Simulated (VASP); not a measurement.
# Ti3Al (Fm-3m) in VASP: notebook

The runs below take Ti3Al through single point, relaxation of cell and atoms, with PBEsol.

Program: VASP 6.6.1. These are calculated values, not measurements. Logs are shortened: lines on timing, memory, paths and dates and some standing lists are left out, and cuts for length are marked.

### 1 The cell of the first run

Symmetry: Fm-3m, No. 225, cubic system. Conventional cell: a = 6.464 Å, b = 6.464 Å, c = 6.464 Å, α = 90.00°, β = 90.00°, γ = 90.00°. Ti (site symmetry -43m) has 10 Ti at 2.80 to 3.23 Å and 4 Al at 2.80 Å within 3.7 Å. Within 3.7 Å of Ti (site symmetry m-3m) lie 8 Ti at 2.80 Å and 6 Al at 3.23 Å. Al (site symmetry m-3m) has 14 Ti at 2.80 to 3.23 Å within 3.7 Å.

### 2 Single point, PBEsol

Contents of INCAR:

```
SYSTEM = Ti3Al
PREC = Accurate
ENCUT = 520
EDIFF = 1E-6
ISMEAR = 0
SIGMA = 0.1
LREAL = .False.
LASPH = .True.
NELM = 100
ALGO = Fast
ISIF = 2
LWAVE = .False.
LCHARG = .True.
GGA = PS
LELF = .True.
LVHAR = .True.
NBANDS = 28
```

Contents of KPOINTS:

```
Automatic mesh
0
Gamma
  6 6 6
  0 0 0
```

Contents of POSCAR:

```
Ti3Al
1.0
    0.0000000000      3.2317810000      3.2317810000
    3.2317810000      0.0000000000      3.2317810000
    3.2317810000      3.2317810000      0.0000000000
Ti Al
3 1
Direct
    0.7500000000      0.7500000000      0.7500000000
    0.2500000000      0.2500000000      0.2500000000
    0.0000000000      0.0000000000      0.0000000000
    0.5000000000      0.5000000000      0.5000000000
```

Potentials or basis: VASP PAW PBE potentials, release 64 (Ti_sv, Al).

Command:

```sh
$ cat potpaw_PBE.64/Ti_sv/POTCAR potpaw_PBE.64/Al/POTCAR > POTCAR
$ mpirun -np 1 vasp_std > vasp.out
```

OUTCAR:

```text
SYSTEM = Ti3Al
   PREC = Accurate
   ENCUT = 520
   EDIFF = 1E-6
   ISMEAR = 0
   LREAL = .False.
   LASPH = .True.
   NELM = 100
   ISIF = 2
   GGA = PS

 ion  position               nearest neighbor table
   1  0.750  0.750  0.750-   4 2.80   4 2.80   4 2.80   3 2.80   4 2.80   3 2.80   3 2.80   3 2.80

   2  0.250  0.250  0.250-   3 2.80   3 2.80   3 2.80   3 2.80   4 2.80   4 2.80   4 2.80   4 2.80

   3  0.000  0.000  0.000-   1 2.80   1 2.80   1 2.80   1 2.80   2 2.80   2 2.80   2 2.80   2 2.80

   4  0.500  0.500  0.500-   2 2.80   2 2.80   2 2.80   1 2.80   2 2.80   1 2.80   1 2.80   1 2.80

  LATTYP: Found a face centered cubic cell.
 ALAT       =     6.4635620000

  Lattice vectors:

 A1 = (   0.0000000000,   3.2317810000,   3.2317810000)
 A2 = (   3.2317810000,   0.0000000000,   3.2317810000)
 A3 = (   3.2317810000,   3.2317810000,   0.0000000000)

Analysis of symmetry for initial positions (statically):
=====================================================================
 Subroutine PRICEL returns:
 Original cell was already a primitive cell.

 Routine SETGRP: Setting up the symmetry group for a
 face centered cubic supercell.

 Subroutine GETGRP returns: Found 48 space group operations
 (whereof 48 operations were pure point group operations)
 out of a pool of 48 trial point group operations.

The static configuration has the point symmetry O_h .

Analysis of symmetry for dynamics (positions and initial velocities):
=====================================================================
 Subroutine PRICEL returns:
 Original cell was already a primitive cell.

 Routine SETGRP: Setting up the symmetry group for a
 face centered cubic supercell.

 Subroutine GETGRP returns: Found 48 space group operations
 (whereof 48 operations were pure point group operations)
 out of a pool of 48 trial point group operations.

The dynamic configuration has the point symmetry O_h .

 Subroutine INISYM returns: Found 48 space group operations
 (whereof 48 operations are pure point group operations),
 and found     1 'primitive' translations

----------------------------------------------------------------------------------------

                                     Primitive cell

  volume of cell :      67.5081

  direct lattice vectors                    reciprocal lattice vectors
     0.000000000  3.231781000  3.231781000    -0.154713454  0.154713454  0.154713454
     3.231781000  0.000000000  3.231781000     0.154713454 -0.154713454  0.154713454
[... 82 lines left out ...]
   EDIFFG = 0.1E-04   stopping-criterion for IOM
   NSW    =      0    number of steps for IOM
   IBRION =     -1    ionic relax: 0-MD 1-quasi-New 2-CG
   NFREE  =      0    steps in history (QN), initial steepest desc. (CG)
   ISIF   =      2    stress and relaxation
   ISYM   =      2    0-nonsym 1-usesym 2-fastsym
   POTIM  = 0.5000    time-step for ionic-motion
   TEBEG  =    0.0;   TEEND  =   0.0 temperature during run
   PSTRESS=    0.0 pullay stress
   NELECT =      39.0000    total number of electrons
   NUPDOWN=      -1.0000    fix difference up-down
   EMIN   =  10.00;   EMAX   =-10.00  energy-range for DOS
   EFERMI =   0.00;   METHOD = LEGACY
   ISMEAR =     0;   SIGMA  =   0.10  broadening in eV -4-tet -1-fermi 0-gaus
   EFERMI_NEDOS =   21; number of points for ismear=-14 and -15
   IALGO  =     68    algorithm
   IMIX   =      4    mixing-type and parameters
     AMIX     =   0.40;   BMIX     =  1.00
     AMIX_MAG =   1.60;   BMIX_MAG =  1.00
  volume/ion in A,a.u.               =      16.88       113.89
  Fermi-wavevector in a.u.,A,eV,Ry     =   1.363466  2.576578 25.293784  1.859041
  Thomas-Fermi vector in A             =   2.489867
   LORBIT       =      0    0 simple, 1 ext, 2 COOP (PROOUT), +10 PAW based schemes
   GGA     = PS    functional components
   LHFCALC =     F    Hartree Fock is set to
   AEXX    =    0.0000 exact exchange contribution
   IVDW    =     0    specifies the selected vdW correction
   LEPSILON=     F    determine dielectric tensor
   LRPA    =     F    only Hartree local field effects (RPA)
 non-spin polarized calculation
 RMM-DIIS sequential band-by-band and
 Gauss-broadening in eV      SIGMA  =   0.10
  energy-cutoff  :      520.00
  volume of cell :       67.51
 maximum number of plane-waves:      1853
 NGX is ok and might be reduce to    36
   NGX = 17   NGY = 17   NGZ = 17

 number of electron      39.0000007 magnetization

 Free energy of the ion-electron system (eV)
  ---------------------------------------------------
  ext. energy  EPLUGINS =         0.00000000
  ---------------------------------------------------
  free energy    TOTEN  =       -29.66165955 eV

  energy without entropy =      -29.62393069  energy(sigma->0) =      -29.64279512

 E-fermi :   7.9658     XC(G=0): -11.3741

 val. band max:        7.9519604850   @ k =   0.3333   0.1667   0.0000
 cond. band min:       7.9921294049   @ k =   0.0000   0.0000   0.0000
 fundamental gap:      0.0401689199
 Fermi energy:         7.9657935119

 k-point     1 :       0.0000    0.0000    0.0000
  band No.  band energies     occupation
      1     -48.4005      2.00000
      2     -48.3347      2.00000
      3     -48.1072      2.00000
      4     -24.7865      2.00000
      5     -24.7865      2.00000
      6     -24.7865      2.00000
[... 485 lines left out ...]
     27      10.5327      0.00000
     28      10.7514      0.00000

------------------------ aborting loop because EDIFF is reached ----------------------------------------

  FORCE on cell =-STRESS in cart. coord.  units (eV):
  Direction    XX          YY          ZZ          XY          YZ          ZX
  --------------------------------------------------------------------------------------
  -------------------------------------------------------------------------------------
  Total       -2.0845236     -2.0845236     -2.0845236     -0.0000000     -0.0000000      0.0000000
  in kB      -49.4722457    -49.4722457    -49.4722457     -0.0000000     -0.0000000      0.0000000
  external PRESSURE =     -49.4722457 kB  Pullay stress =       0.0000000 kB

 VOLUME and BASIS-vectors are now :
 -----------------------------------------------------------------------------
  energy-cutoff  :      520.00
  volume of cell :       67.51
      direct lattice vectors                 reciprocal lattice vectors
     0.000000000  3.231781000  3.231781000    -0.154713454  0.154713454  0.154713454
     3.231781000  0.000000000  3.231781000     0.154713454 -0.154713454  0.154713454
     3.231781000  3.231781000  0.000000000     0.154713454  0.154713454 -0.154713454

 POSITION                                       TOTAL-FORCE (eV/Angst)
 -----------------------------------------------------------------------------------
      4.84767      4.84767      4.84767        -0.000000     -0.000000     -0.000000
      1.61589      1.61589      1.61589         0.000000      0.000000      0.000000
      0.00000      0.00000      0.00000        -0.000000      0.000000     -0.000000
      3.23178      3.23178      3.23178        -0.000000      0.000000     -0.000000
 -----------------------------------------------------------------------------------
    total drift:                                0.000000      0.000000      0.000000

  FREE ENERGIE OF THE ION-ELECTRON SYSTEM (eV)
  ---------------------------------------------------
  free  energy   TOTEN  =       -29.6616595469 eV

  energy  without entropy=      -29.6239306864  energy(sigma->0) =      -29.64279512
```

OSZICAR:

```text
N       E                     dE             d eps       ncg     rms          rms(c)
DAV:   1     0.457750501285E+03    0.45775E+03   -0.19170E+04   896   0.160E+03
DAV:   2     0.166734890506E+02   -0.44108E+03   -0.43332E+03   900   0.493E+02
DAV:   3    -0.297312836605E+02   -0.46405E+02   -0.45426E+02  1652   0.140E+02
[... 26 lines left out ...]
RMM:  30    -0.296616525743E+02   -0.33921E-05   -0.37936E-05  1017   0.183E-02    0.146E-03
RMM:  31    -0.296616547527E+02   -0.21784E-05   -0.24833E-05  1029   0.165E-02    0.168E-03
RMM:  32    -0.296616566823E+02   -0.19296E-05   -0.21727E-05   989   0.148E-02    0.198E-03
RMM:  33    -0.296616578287E+02   -0.11464E-05   -0.14405E-05  1013   0.136E-02    0.174E-03
RMM:  34    -0.296616589029E+02   -0.10742E-05   -0.12793E-05   989   0.124E-02    0.175E-03
RMM:  35    -0.296616595469E+02   -0.64396E-06   -0.82011E-06   965   0.112E-02
   1 F= -.29661660E+02 E0= -.29642795E+02  d E =-.377289E-01
```

stdout:

```text
POSCAR found type information on POSCAR TiAl
 POSCAR found :  2 types and       4 ions
 scaLAPACK will be used
 -----------------------------------------------------------------------------
|                                                                             |
|                                                                             |
|     You enforced a specific xc type in the INCAR file but a different       |
|     I HOPE YOU KNOW WHAT YOU ARE DOING!                                     |
|                                                                             |
 -----------------------------------------------------------------------------

 LDA part: xc-table for (Slater+PW92), standard interpolation
 POSCAR, INCAR and KPOINTS ok, starting setup
 FFT: planning ... GRIDC
 FFT: planning ... GRID_SOFT
 FFT: planning ... GRID
 WAVECAR not read
 entering main loop
WARNING in EDDRMM: call to ZHEGV failed, returncode =   6  3     14
```

Wall time 3.4 min (1 thread of Intel Xeon 8259CL, shared host); peak memory 0.21 GiB.

What came out:

* Free energy: -29.6617 eV
* Pressure: -4.9 GPa
* Band gap on the k mesh: zero (an odd number of electrons rules out a gap without spin polarisation)

Caveat: the cell stands under tension; the PAW data sets were made with another functional, which shifts forces and pressure a little.

### 3 Single point, PBEsol

This run uses another cell than the first one, of 16.15 Å³/atom.

Edit INCAR of step 2 so:

```diff
@@ -12,6 +12,4 @@
 LWAVE = .False.
-LCHARG = .True.
+LCHARG = .False.
 GGA = PS
-LELF = .True.
-LVHAR = .True.
 NBANDS = 28
```

Contents of KPOINTS:

```
Automatic mesh
0
Gamma
  12 12 12
  0 0 0
```

Contents of POSCAR:

```
Ti3Al
1.0
    0.0000000000      3.1847926517      3.1847926517
    3.1847926517      0.0000000000      3.1847926517
    3.1847926517      3.1847926517      0.0000000000
Ti Al
3 1
Direct
    0.7500000000      0.7500000000      0.7500000000
    0.2500000000      0.2500000000      0.2500000000
    0.0000000000      0.0000000000      0.0000000000
    0.5000000000      0.5000000000      0.5000000000
```

Potentials or basis: VASP PAW PBE potentials, release 64 (Ti_sv, Al).

Command:

```sh
$ cat potpaw_PBE.64/Ti_sv/POTCAR potpaw_PBE.64/Al/POTCAR > POTCAR
$ mpirun -np 1 vasp_std > vasp.out
```

It took 13 min on 1 thread of Intel Xeon 8259CL, shared host; peak memory 0.28 GiB.

Results (log left out):

* Free energy: -29.6985 eV
* Pressure: -0.1 GPa
* Band gap on the k mesh: zero (an odd number of electrons rules out a gap without spin polarisation)

Levels at points of the mesh, in eV from the Fermi level:
```csv
k point,band 17,band 18,band 19,band 20,band 21,band 22
"(0.00, 0.00, 0.00)",-1.75,-1.75,0.03,0.03,0.03,2.37
"(0.50, 0.00, 0.00)",-0.39,-0.32,-0.32,-0.04,-0.04,0.84
"(0.50, 0.50, 0.00)",-0.58,-0.58,-0.13,-0.11,-0.11,1.15
```

Caveat: the PAW data sets were made with another functional, which shifts forces and pressure a little.

(Continued in part 2 of 2.)
